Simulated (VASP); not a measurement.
Set up this calculation in VASP 6.6.1, as the native input.

```yaml
Task: single point
Functional: PBE
Potentials_or_basis: VASP PAW PBE potentials, release 64 (Ba_sv, Ti_sv, O)
Cutoff: 520 eV
k_mesh: 8 × 8 × 8
Occupations: gaussian, width 0.02 eV
Spin: no spin polarisation
Dipole_correction: no
Further_INCAR_settings: ALGO = Normal; EDIFF = 1e-06; NBANDS = 28
```

The structure of BaTiO3 lies in POSCAR:

```
BaTiO3
1.0
    4.0996359530      0.0000000000      0.0000000000
    0.0000000000      4.0996359530      0.0000000000
    0.0000000000      0.0000000000      3.9642584064
Ba Ti O
1 1 3
Direct
    0.5000000000      0.5000000000      0.5000000000
    0.0000000000      0.0000000000      0.0000000000
    0.5000000000      0.0000000000      0.0000000000
    0.0000000000      0.5000000000      0.0000000000
    0.0000000000      0.0000000000      0.5000000000
```

These files were run (other wordings do the same):

INCAR

```
SYSTEM = BaTiO3
PREC = Accurate
ENCUT = 520
EDIFF = 1E-6
ISMEAR = 0
SIGMA = 0.02
LREAL = .FALSE.
LASPH = .TRUE.
NELM = 80
ALGO = Normal
ISIF = 2
LWAVE = .FALSE.
LCHARG = .TRUE.
GGA = PE
LELF = .TRUE.
LVHAR = .TRUE.
NBANDS = 28
```

KPOINTS

```
Automatic mesh
0
G
  8 8 8
  0 0 0
```

Potentials or basis: VASP PAW PBE potentials, release 64 (Ba_sv, Ti_sv, O).

Launch:

```console
$ cat potpaw_PBE.64/Ba_sv/POTCAR potpaw_PBE.64/Ti_sv/POTCAR potpaw_PBE.64/O/POTCAR > POTCAR
$ mpirun -np 1 vasp_std > vasp.out
```

Results of the run:

The pressure is -2.2 GPa and the band gap on the k mesh is 1.60 eV (least direct gap 1.78 eV).

Caveat: the stress differs along the axes, from -4 to 2 GPa; spin-orbit coupling is left out, which moves the levels of the heavy elements.

Wall time 57 s on 1 thread of Intel(R) Xeon(R) 6975P-C (Granite Rapids), with other jobs on the host, peak memory 0.27 GiB.
